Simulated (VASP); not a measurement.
# InAs: single point with PBEsol

Crystal: InAs.

```
In As
1.0
     0.00000    3.02654    3.02654
     3.02654    0.00000    3.02654
     3.02654    3.02654    0.00000
In As
1 1
Direct
  0.00000 0.00000 0.00000
  0.75000 0.75000 0.75000
```

| Quantity | Value |
| --- | --- |
| Program | VASP 6.6.1 |
| Task | single point |
| Functional | PBEsol |
| Potentials or basis | VASP PAW PBE potentials, release 64 (In_d, As) |
| Cutoff | 520 eV |
| k mesh | 12 × 12 × 12 |
| Occupations | fermi-dirac, width 0.15 eV |
| Spin | no spin polarisation |

| Quantity | Value |
| --- | --- |
| Pressure | 1.1 GPa |
| Band gap on the k mesh | zero (filled and empty bands touch) |

Levels at points of the mesh, in eV from the Fermi level:
```
           k point  band 6  band 7  band 8  band 9  band 10  band 11  band 12  band 13
(0.00, 0.00, 0.00)  -12.25   -0.68   -0.38   -0.38    -0.38     3.47     3.47     3.47
(0.50, 0.00, 0.00)  -10.78   -6.18   -1.37   -1.37     0.49     4.24     4.24     6.33
(0.50, 0.50, 0.00)  -10.23   -6.25   -2.72   -2.72     1.06     1.60     8.68     8.82
```

Run time: 18 s on 1 thread of Intel(R) Xeon(R) 6975P-C (Granite Rapids) (shared host), peak memory 0.22 GiB.

Caveat: the PAW data sets were made with another functional, which shifts forces and pressure a little; spin-orbit coupling is left out, which moves the levels of the heavy elements.
